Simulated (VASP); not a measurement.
# CdF2 (Fm-3m) in VASP: single point with LDA

Aim: the single point of CdF2 with LDA.

Everything below comes from runs of VASP 6.6.1. Logs are shortened: lines on timing, memory, paths and dates and some standing lists are left out, and cuts for length are marked.

**1. The cell of the first run**

It takes space group Fm-3m (No. 225, cubic). Conventional cell: a = 5.298 Å, b = 5.298 Å, c = 5.298 Å, α = 90.00°, β = 90.00°, γ = 90.00°. Within 3.0 Å of Cd (site symmetry m-3m) lie 8 F at 2.29 Å. F (site symmetry -43m) has 4 Cd at 2.29 Å and 6 F at 2.65 Å within 3.0 Å.

**2. Single point, LDA**

Contents of INCAR:

```
SYSTEM = CdF2
PREC = Accurate
ENCUT = 520
EDIFF = 1E-6
ISMEAR = 0
SIGMA = 0.02
LREAL = .False.
LASPH = .True.
NELM = 60
ALGO = Normal
ISIF = 2
LWAVE = .False.
LCHARG = .False.
NBANDS = 20
```

Contents of KPOINTS:

```
Automatic mesh
0
Gamma
  8 8 8
  0 0 0
```

Contents of POSCAR:

```
CdF2
1.0
    0.0000000000      2.6488406755      2.6488406755
    2.6488406755      0.0000000000      2.6488406755
    2.6488406755      2.6488406755      0.0000000000
Cd F
1 2
Direct
    0.0000000000      0.0000000000      0.0000000000
    0.2500000000      0.2500000000      0.2500000000
    0.7500000000      0.7500000000      0.7500000000
```

Potentials or basis: VASP PAW LDA potentials, release 64 (Cd, F).

Command:

```sh
> cat potpaw_LDA.64/Cd/POTCAR potpaw_LDA.64/F/POTCAR > POTCAR
> mpirun -np 1 vasp_std > vasp.out
```

OUTCAR:

```text
SYSTEM = CdF2
   PREC = Accurate
   ENCUT = 520
   EDIFF = 1E-6
   ISMEAR = 0
   LREAL = .False.
   LASPH = .True.
   NELM = 60
   ISIF = 2

 ion  position               nearest neighbor table
   1  0.000  0.000  0.000-   3 2.29   3 2.29   3 2.29   2 2.29   3 2.29   2 2.29   2 2.29   2 2.29

   2  0.250  0.250  0.250-   1 2.29   1 2.29   1 2.29   1 2.29
   3  0.750  0.750  0.750-   1 2.29   1 2.29   1 2.29   1 2.29

  LATTYP: Found a face centered cubic cell.
 ALAT       =     5.2976813510

  Lattice vectors:

 A1 = (   0.0000000000,   2.6488406755,   2.6488406755)
 A2 = (   2.6488406755,   0.0000000000,   2.6488406755)
 A3 = (   2.6488406755,   2.6488406755,   0.0000000000)

Analysis of symmetry for initial positions (statically):
=====================================================================
 Subroutine PRICEL returns:
 Original cell was already a primitive cell.

 Routine SETGRP: Setting up the symmetry group for a
 face centered cubic supercell.

 Subroutine GETGRP returns: Found 48 space group operations
 (whereof 48 operations were pure point group operations)
 out of a pool of 48 trial point group operations.

The static configuration has the point symmetry O_h .

Analysis of symmetry for dynamics (positions and initial velocities):
=====================================================================
 Subroutine PRICEL returns:
 Original cell was already a primitive cell.

 Routine SETGRP: Setting up the symmetry group for a
 face centered cubic supercell.

 Subroutine GETGRP returns: Found 48 space group operations
 (whereof 48 operations were pure point group operations)
 out of a pool of 48 trial point group operations.

The dynamic configuration has the point symmetry O_h .

 Subroutine INISYM returns: Found 48 space group operations
 (whereof 48 operations are pure point group operations),
 and found     1 'primitive' translations

----------------------------------------------------------------------------------------

                                     Primitive cell

  volume of cell :      37.1704

  direct lattice vectors                    reciprocal lattice vectors
     0.000000000  2.648840675  2.648840675    -0.188761825  0.188761825  0.188761825
     2.648840675  0.000000000  2.648840675     0.188761825 -0.188761825  0.188761825
     2.648840675  2.648840675  0.000000000     0.188761825  0.188761825 -0.188761825

  length of vectors
     3.746026408  3.746026408  3.746026408     0.326945071  0.326945071  0.326945071

  position of ions in fractional coordinates (direct lattice)
[... 75 lines left out ...]
   ISPIN  =      1    spin polarized calculation?
   LNONCOLLINEAR =      F non collinear calculations
   LSORBIT =      F    spin-orbit coupling
   LASPH  =      T    aspherical Exc in radial PAW
   ENCUT  =  520.0 eV  38.22 Ry    6.18 a.u.   6.97  6.97  6.97*2*pi/ulx,y,z
   NELM   =     60;   NELMIN=  2; NELMDL= -5     # of ELM steps
   EDIFF  = 0.1E-05   stopping-criterion for ELM
   LREAL  =      F    real-space projection
   EDIFFG = 0.1E-04   stopping-criterion for IOM
   NSW    =      0    number of steps for IOM
   IBRION =     -1    ionic relax: 0-MD 1-quasi-New 2-CG
   NFREE  =      0    steps in history (QN), initial steepest desc. (CG)
   ISIF   =      2    stress and relaxation
   ISYM   =      2    0-nonsym 1-usesym 2-fastsym
   POTIM  = 0.5000    time-step for ionic-motion
   TEBEG  =    0.0;   TEEND  =   0.0 temperature during run
   PSTRESS=    0.0 pullay stress
   NELECT =      26.0000    total number of electrons
   NUPDOWN=      -1.0000    fix difference up-down
   EMIN   =  10.00;   EMAX   =-10.00  energy-range for DOS
   EFERMI =   0.00;   METHOD = LEGACY
   ISMEAR =     0;   SIGMA  =   0.02  broadening in eV -4-tet -1-fermi 0-gaus
   EFERMI_NEDOS =   21; number of points for ismear=-14 and -15
   IALGO  =     38    algorithm
   IMIX   =      4    mixing-type and parameters
     AMIX     =   0.40;   BMIX     =  1.00
     AMIX_MAG =   1.60;   BMIX_MAG =  1.00
  volume/ion in A,a.u.               =      12.39        83.61
  Fermi-wavevector in a.u.,A,eV,Ry     =   1.453227  2.746201 28.733716  2.111869
  Thomas-Fermi vector in A             =   2.570518
   LORBIT       =      0    0 simple, 1 ext, 2 COOP (PROOUT), +10 PAW based schemes
   GGA     = CA    functional components
   LHFCALC =     F    Hartree Fock is set to
   AEXX    =    0.0000 exact exchange contribution
   IVDW    =     0    specifies the selected vdW correction
   LEPSILON=     F    determine dielectric tensor
   LRPA    =     F    only Hartree local field effects (RPA)
 non-spin polarized calculation
 Gauss-broadening in eV      SIGMA  =   0.02
  energy-cutoff  :      520.00
  volume of cell :       37.17
 maximum number of plane-waves:      1012
   NGX = 13   NGY = 13   NGZ = 13

 number of electron      26.0000020 magnetization

 Free energy of the ion-electron system (eV)
  ---------------------------------------------------
  ext. energy  EPLUGINS =         0.00000000
  ---------------------------------------------------
  free energy    TOTEN  =       -12.73425135 eV

  energy without entropy =      -12.73425135  energy(sigma->0) =      -12.73425135

 E-fermi :  -1.0675     XC(G=0): -11.4037

 val. band max:       -1.2496372529   @ k =  -0.2500   0.5000   0.2500
 cond. band min:       1.7248660999   @ k =   0.0000   0.0000   0.0000
 fundamental gap:      2.9745033528
 Fermi energy:        -1.0674911653

 k-point     1 :       0.0000    0.0000    0.0000
  band No.  band energies     occupation
      1     -22.0059      2.00000
      2     -20.6638      2.00000
      3      -7.0897      2.00000
      4      -7.0897      2.00000
      5      -7.0897      2.00000
      6      -5.5701      2.00000
[... 541 lines left out ...]
     19      17.4309      0.00000
     20      21.0435      0.00000

 [... further k-points ...]
[... 5 lines left out ...]
  --------------------------------------------------------------------------------------
  -------------------------------------------------------------------------------------
  Total        0.2919226      0.2919226      0.2919226      0.0000000     -0.0000000      0.0000000
  in kB       12.5828998     12.5828998     12.5828998      0.0000000     -0.0000000      0.0000000
  external PRESSURE =      12.5828998 kB  Pullay stress =       0.0000000 kB

 VOLUME and BASIS-vectors are now :
 -----------------------------------------------------------------------------
  energy-cutoff  :      520.00
  volume of cell :       37.17
      direct lattice vectors                 reciprocal lattice vectors
     0.000000000  2.648840675  2.648840675    -0.188761825  0.188761825  0.188761825
     2.648840675  0.000000000  2.648840675     0.188761825 -0.188761825  0.188761825
     2.648840675  2.648840675  0.000000000     0.188761825  0.188761825 -0.188761825

 POSITION                                       TOTAL-FORCE (eV/Angst)
 -----------------------------------------------------------------------------------
      0.00000      0.00000      0.00000        -0.000000      0.000000      0.000000
      1.32442      1.32442      1.32442        -0.000000     -0.000000      0.000000
      3.97326      3.97326      3.97326         0.000000      0.000000     -0.000000
 -----------------------------------------------------------------------------------
    total drift:                                0.000000      0.000000      0.000000

  FREE ENERGIE OF THE ION-ELECTRON SYSTEM (eV)
  ---------------------------------------------------
  free  energy   TOTEN  =       -12.7342513539 eV

  energy  without entropy=      -12.7342513539  energy(sigma->0) =      -12.73425135
```

Wall time 14 s (1 thread of AMD EPYC 9R45 (Zen 5), shared host); peak memory 0.12 GiB.

What came out:

* Free energy: -12.7343 eV
* Pressure: 1.3 GPa
* Band gap on the k mesh: 2.97 eV, indirect (least direct gap 3.39 eV)

Levels at points of the mesh, in eV from the valence-band top:
```
           k point  band 9  band 10  band 11  band 12  band 13  band 14  band 15  band 16  band 17  band 18
(0.00, 0.00, 0.00)   -1.15    -1.15    -0.41    -0.41    -0.41     2.97    12.53    12.53    12.53    17.57
(0.50, 0.00, 0.00)   -2.60    -2.11    -2.11    -0.35    -0.35     7.33     8.94    14.58    14.58    18.15
(0.50, 0.50, 0.00)   -3.34    -3.17    -0.62    -0.10    -0.10     8.16     9.61    11.54    14.38    14.38
```

A k mesh can miss the band edges.
